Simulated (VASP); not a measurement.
# Hf (I4/mmm) in VASP: notebook

Runs on Hf. Level: PBEsol. Tasks: single point.

All numbers are computed with VASP 6.6.1; they aren't measurements. Logs are shortened: lines on timing, memory, paths and dates and some standing lists are left out, and cuts for length are marked.

## Step 1: The cell of the first run

It takes space group I4/mmm (No. 139, tetragonal). Conventional cell: a = 4.052 Å, b = 4.052 Å, c = 2.865 Å, α = 90.00°, β = 90.00°, γ = 90.00°. Within 3.8 Å of Hf (site symmetry 4/mmm) lie 10 Hf at 2.86 to 3.20 Å.

## Step 2: Single point, PBEsol

INCAR reads:

```
SYSTEM = Hf
  ALGO = Fast
  EDIFF = 1E-6
  ENCUT = 520
  GGA = PS
  ISIF = 2
  ISMEAR = 0
  LASPH = .TRUE.
  LCHARG = .FALSE.
  LREAL = .FALSE.
  LWAVE = .FALSE.
  NBANDS = 11
  NELM = 80
  PREC = Accurate
  SIGMA = 0.15
```

KPOINTS reads:

```
k-points
0
G
  20 20 20
  0 0 0
```

POSCAR reads:

```
Hf
1.0
   -2.0261459927      2.0261459927      1.4324852168
    2.0261459927     -2.0261459927      1.4324852168
    2.0261459927      2.0261459927     -1.4324852168
Hf
1
Direct
    0.0000000000      0.0000000000      0.0000000000
```

Potentials or basis: VASP PAW PBE potentials, release 64 (Hf_pv).

The run is started by

```console
$ cat potpaw_PBE.64/Hf_pv/POTCAR > POTCAR
$ mpirun -np 1 vasp_std > vasp.out
```

OUTCAR:

```text
SYSTEM = Hf
   EDIFF = 1E-6
   ENCUT = 520
   GGA = PS
   ISIF = 2
   ISMEAR = 0
   LASPH = .TRUE.
   LREAL = .FALSE.
   NELM = 80
   PREC = Accurate

 ion  position               nearest neighbor table
   1  0.000  0.000  0.000-

  LATTYP: Found a body centered tetragonal cell.
 ALAT       =     4.0522919854
 C/A-ratio  =     0.7070000000

  Lattice vectors:

 A1 = (  -2.0261459927,   2.0261459927,   1.4324852168)
 A2 = (   2.0261459927,  -2.0261459927,   1.4324852168)
 A3 = (   2.0261459927,   2.0261459927,  -1.4324852168)

Analysis of symmetry for initial positions (statically):
=====================================================================
 Subroutine PRICEL returns:
 Original cell was already a primitive cell.

 Routine SETGRP: Setting up the symmetry group for a
 body centered tetragonal supercell.

 Subroutine GETGRP returns: Found 16 space group operations
 (whereof 16 operations were pure point group operations)
 out of a pool of 16 trial point group operations.

The static configuration has the point symmetry D_4h.

Analysis of symmetry for dynamics (positions and initial velocities):
=====================================================================
 Subroutine PRICEL returns:
 Original cell was already a primitive cell.

 Routine SETGRP: Setting up the symmetry group for a
 body centered tetragonal supercell.

 Subroutine GETGRP returns: Found 16 space group operations
 (whereof 16 operations were pure point group operations)
 out of a pool of 16 trial point group operations.

The dynamic configuration has the point symmetry D_4h.

 Subroutine INISYM returns: Found 16 space group operations
 (whereof 16 operations are pure point group operations),
 and found     1 'primitive' translations

----------------------------------------------------------------------------------------

                                     Primitive cell

  volume of cell :      23.5229

  direct lattice vectors                    reciprocal lattice vectors
    -2.026145993  2.026145993  1.432485217     0.000000000  0.246773925  0.349043742
     2.026145993 -2.026145993  1.432485217     0.246773925  0.000000000  0.349043742
     2.026145993  2.026145993 -1.432485217     0.246773925  0.246773925  0.000000000

  length of vectors
     3.203521354  3.203521354  3.203521354     0.427468015  0.427468015  0.348991032

  position of ions in fractional coordinates (direct lattice)
     0.000000000  0.000000000  0.000000000

  ion indices of the primitive-cell ions
   primitive index   ion index
[... 81 lines left out ...]
   POTIM  = 0.5000    time-step for ionic-motion
   TEBEG  =    0.0;   TEEND  =   0.0 temperature during run
   PSTRESS=    0.0 pullay stress
   NELECT =      10.0000    total number of electrons
   NUPDOWN=      -1.0000    fix difference up-down
   EMIN   =  10.00;   EMAX   =-10.00  energy-range for DOS
   EFERMI =   0.00;   METHOD = LEGACY
   ISMEAR =     0;   SIGMA  =   0.15  broadening in eV -4-tet -1-fermi 0-gaus
   EFERMI_NEDOS =   21; number of points for ismear=-14 and -15
   IALGO  =     68    algorithm
   IMIX   =      4    mixing-type and parameters
     AMIX     =   0.40;   BMIX     =  1.00
     AMIX_MAG =   1.60;   BMIX_MAG =  1.00
  volume/ion in A,a.u.               =      23.52       158.74
  Fermi-wavevector in a.u.,A,eV,Ry     =   1.230961  2.326179 20.616432  1.515265
  Thomas-Fermi vector in A             =   2.365789
   LORBIT       =      0    0 simple, 1 ext, 2 COOP (PROOUT), +10 PAW based schemes
   GGA     = PS    functional components
   LHFCALC =     F    Hartree Fock is set to
   AEXX    =    0.0000 exact exchange contribution
   IVDW    =     0    specifies the selected vdW correction
   LEPSILON=     F    determine dielectric tensor
   LRPA    =     F    only Hartree local field effects (RPA)
 non-spin polarized calculation
 RMM-DIIS sequential band-by-band and
 Gauss-broadening in eV      SIGMA  =   0.15
  energy-cutoff  :      520.00
  volume of cell :       23.52
 maximum number of plane-waves:       654
   NGX = 11   NGY = 11   NGZ = 11

 number of electron      10.0000000 magnetization

 number of electron       9.9999999 magnetization

 Free energy of the ion-electron system (eV)
  ---------------------------------------------------
  ext. energy  EPLUGINS =         0.00000000
  ---------------------------------------------------
  free energy    TOTEN  =       -10.19192429 eV

  energy without entropy =      -10.18353377  energy(sigma->0) =      -10.18772903

 E-fermi :   4.0964     XC(G=0): -11.1222

 val. band max:        4.0846134872   @ k =  -0.3500  -0.4000   0.1500
 cond. band min:       4.0965596254   @ k =  -0.2000  -0.2500   0.2000
 fundamental gap:      0.0119461382
 Fermi energy:         4.0963871370

 k-point     1 :       0.0000    0.0000    0.0000
  band No.  band energies     occupation
      1     -25.9243      2.00000
      2     -25.9243      2.00000
      3     -25.6311      2.00000
      4      -2.7643      2.00000
      5       3.6122      1.99999
      6       4.8455      0.00000
      7       7.9662      0.00000
      8       7.9662      0.00000
      9       9.7133      0.00000
     10      15.7770      0.00000
     11      15.7770      0.00000
[... 309 lines left out ...]
 k-point    24 :      -0.3500    0.0500    0.0000
  band No.  band energies     occupation
      1     -26.4695      2.00000
      2     -26.0402      2.00000
      3     -25.9792      2.00000
      4       0.4789      2.00000
      5       3.4618      2.00000
      6       4.9161      0.00000
      7       8.0384      0.00000
      8       8.2119      0.00000
      9       8.8008      0.00000
     10      14.6630      0.00000
     11      18.3041      0.00000

 [... further k-points ...]

------------------------ aborting loop because EDIFF is reached ----------------------------------------

  FORCE on cell =-STRESS in cart. coord.  units (eV):
  Direction    XX          YY          ZZ          XY          YZ          ZX
  --------------------------------------------------------------------------------------
  -------------------------------------------------------------------------------------
  Total       -1.8824709     -1.8824709      0.4810991      0.0000000     -0.0000000      0.0000000
  in kB     -128.2174829   -128.2174829     32.7682706      0.0000000     -0.0000000      0.0000000
  external PRESSURE =     -74.5555651 kB  Pullay stress =       0.0000000 kB

 VOLUME and BASIS-vectors are now :
 -----------------------------------------------------------------------------
  energy-cutoff  :      520.00
  volume of cell :       23.52
      direct lattice vectors                 reciprocal lattice vectors
    -2.026145993  2.026145993  1.432485217     0.000000000  0.246773925  0.349043742
     2.026145993 -2.026145993  1.432485217     0.246773925  0.000000000  0.349043742
     2.026145993  2.026145993 -1.432485217     0.246773925  0.246773925  0.000000000

 POSITION                                       TOTAL-FORCE (eV/Angst)
 -----------------------------------------------------------------------------------
      0.00000      0.00000      0.00000        -0.000000      0.000000      0.000000
 -----------------------------------------------------------------------------------
    total drift:                               -0.000000      0.000000      0.000000

  FREE ENERGIE OF THE ION-ELECTRON SYSTEM (eV)
  ---------------------------------------------------
  free  energy   TOTEN  =       -10.1919242934 eV

  energy  without entropy=      -10.1835337651  energy(sigma->0) =      -10.18772903
```

OSZICAR:

```text
N       E                     dE             d eps       ncg     rms          rms(c)
DAV:   1     0.124201129232E+02    0.12420E+02   -0.57286E+03 14206   0.837E+02
DAV:   2    -0.100565319497E+02   -0.22477E+02   -0.21798E+02 18020   0.153E+02
DAV:   3    -0.105186556084E+02   -0.46212E+00   -0.45780E+00 17628   0.150E+01
DAV:   4    -0.105206954265E+02   -0.20398E-02   -0.20394E-02 16213   0.122E+00
DAV:   5    -0.105207087499E+02   -0.13323E-04   -0.13324E-04 17955   0.871E-02    0.380E+01
RMM:   6    -0.102746089024E+02    0.24610E+00   -0.16276E-01 14423   0.265E+00    0.226E+01
RMM:   7    -0.101964507460E+02    0.78158E-01   -0.32705E-01 16699   0.389E+00    0.144E+00
RMM:   8    -0.101917775183E+02    0.46732E-02   -0.24191E-02 15342   0.125E+00    0.241E-01
RMM:   9    -0.101919197895E+02   -0.14227E-03   -0.26173E-03 18159   0.440E-01    0.198E-01
RMM:  10    -0.101919144261E+02    0.53634E-05   -0.38916E-04 17293   0.160E-01    0.125E-01
RMM:  11    -0.101919237780E+02   -0.93519E-05   -0.11624E-04 19748   0.828E-02    0.837E-02
RMM:  12    -0.101919239726E+02   -0.19459E-06   -0.17978E-05 16924   0.303E-02    0.736E-03
RMM:  13    -0.101919242934E+02   -0.32082E-06   -0.42264E-06 15225   0.135E-02
   1 F= -.10191924E+02 E0= -.10187729E+02  d E =-.839053E-02
```

Wall time 86 s (1 thread of Intel Xeon Platinum 8488C (Sapphire Rapids), shared host); peak memory 0.27 GiB.

What came out:

| Item | Value |
| --- | --- |
| Free energy | -10.1919 eV |
| Pressure | -7.5 GPa |
| Band gap on the k mesh | zero (band 5 reaches 4.90 eV, above the bottom of band 6 at 3.87 eV) |

Levels at points of the mesh, in eV from the Fermi level:
| k point | band 1 | band 2 | band 3 | band 4 | band 5 | band 6 | band 7 | band 8 | band 9 | band 10 |
| --- | --- | --- | --- | --- | --- | --- | --- | --- | --- | --- |
| (0.00, 0.00, 0.00) | -30.02 | -30.02 | -29.73 | -6.86 | -0.48 | 0.75 | 3.87 | 3.87 | 5.62 | 11.68 |
| (0.50, 0.00, 0.00) | -30.93 | -30.15 | -30.11 | -2.94 | -1.31 | 2.14 | 3.61 | 6.15 | 6.72 | 10.22 |
| (0.50, 0.50, 0.00) | -30.64 | -29.97 | -29.82 | -3.80 | -0.20 | 0.77 | 3.09 | 3.35 | 7.08 | 8.52 |
| (0.50, 0.50, 0.50) | -30.53 | -30.53 | -29.91 | -2.64 | -2.46 | 4.44 | 4.44 | 6.69 | 6.69 | 7.07 |

Caveat: the PAW data sets were made with another functional, which shifts forces and pressure a little; spin-orbit coupling is left out, which moves the levels of the heavy elements.

## Step 3: Single point, PBEsol

INCAR reads:

```
SYSTEM = Hf
PREC = Accurate
ENCUT = 520
EDIFF = 1E-7
ISMEAR = 0
SIGMA = 0.15
LREAL = .FALSE.
LASPH = .TRUE.
NELM = 100
ALGO = Fast
ISIF = 2
LWAVE = .FALSE.
LCHARG = .TRUE.
GGA = PS
LELF = .TRUE.
LVHAR = .TRUE.
NBANDS = 11
```

KPOINTS reads:

```
Automatic mesh
0
G
  20 20 20
  0 0 0
```

POSCAR reads:

```
Hf
1.0
   -1.9054792815      1.9054792815      1.6196573893
    1.9054792815     -1.9054792815      1.6196573893
    1.9054792815      1.9054792815     -1.6196573893
Hf
1
Direct
    0.0000000000      0.0000000000      0.0000000000
```

Potentials or basis: VASP PAW PBE potentials, release 64 (Hf_pv).

The run is started by

```console
$ cat potpaw_PBE.64/Hf_pv/POTCAR > POTCAR
$ mpirun -np 1 vasp_std > vasp.out
```

Run time: 1.7 min. Hardware: 1 thread of Intel Xeon Platinum 8488C (Sapphire Rapids), shared host; peak memory 0.27 GiB.

The run converged. Its results:

```yaml
Free_energy: -10.3107 eV
Pressure: -9.2 GPa
Band_gap_on_the_k_mesh: zero (band 5 reaches 5.28 eV, above the bottom of band 6 at 3.53 eV)
```

Stress tensor (GPa, compression positive):
```
-8.95  0.00  0.00
 0.00 -8.95  0.00
 0.00  0.00 -9.61
```

Levels at points of the mesh, in eV from the Fermi level:
| k point | band 1 | band 2 | band 3 | band 4 | band 5 | band 6 | band 7 | band 8 | band 9 | band 10 |
| --- | --- | --- | --- | --- | --- | --- | --- | --- | --- | --- |
| (0.00, 0.00, 0.00) | -30.04 | -30.04 | -29.99 | -6.93 | 0.38 | 2.25 | 2.25 | 2.63 | 5.08 | 12.32 |
| (0.50, 0.00, 0.00) | -30.73 | -30.27 | -30.10 | -3.17 | -0.97 | 1.28 | 3.77 | 6.16 | 6.93 | 9.60 |
| (0.50, 0.50, 0.00) | -30.73 | -30.15 | -30.01 | -3.51 | 0.29 | 0.93 | 2.38 | 4.09 | 6.90 | 9.00 |
| (0.50, 0.50, 0.50) | -30.58 | -30.58 | -30.33 | -2.58 | -2.29 | 5.60 | 5.60 | 6.28 | 6.28 | 6.74 |

Caveat: the PAW data sets were made with another functional, which shifts forces and pressure a little; spin-orbit coupling is left out, which moves the levels of the heavy elements.
